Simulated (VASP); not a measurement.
Input of a VASP 6.6.1 run:

INCAR

```
PREC     = Accurate       # precision mode
ENCUT    = 500            # plane-wave cutoff, eV
EDIFF    = 1E-6           # SCF threshold, eV
ISMEAR   = 0              # smearing method
SIGMA    = 0.01           # smearing width, eV
LREAL    = F              # projectors in reciprocal space
LASPH    = T              # aspherical terms in the spheres
NELM     = 120            # most SCF steps
ALGO     = Normal         # electronic algorithm
ISIF     = 2              # what is computed and relaxed
LWAVE    = F              # write WAVECAR
LCHARG   = F              # write CHGCAR
GGA      = PE             # functional
NBANDS   = 11             # bands
GGA_COMPAT= F
```

File KPOINTS:

```
Automatic mesh
0
Gamma
  6 6 6
```

Contents of POSCAR:

```
AlAs
1.0
    0.0000000000      2.9203315913      2.9203315913
    2.9203315913      0.0000000000      2.9203315913
    2.9203315913      2.9203315913      0.0000000000
Al As
1 1
Direct
    0.0000000000      0.0000000000      0.0000000000
    0.2500000000      0.2500000000      0.2500000000
```

Potentials or basis: VASP PAW PBE potentials, release 64 (Al, As).

The run is started by

```console
$ cat potpaw_PBE.64/Al/POTCAR potpaw_PBE.64/As/POTCAR > POTCAR
$ mpirun -np 1 vasp_std > vasp.out
```

Estimate the band gap on the k mesh.

1.34 eV, direct.

What does it give for the pressure?

-3.3 GPa.

 A k mesh can miss the band edges.
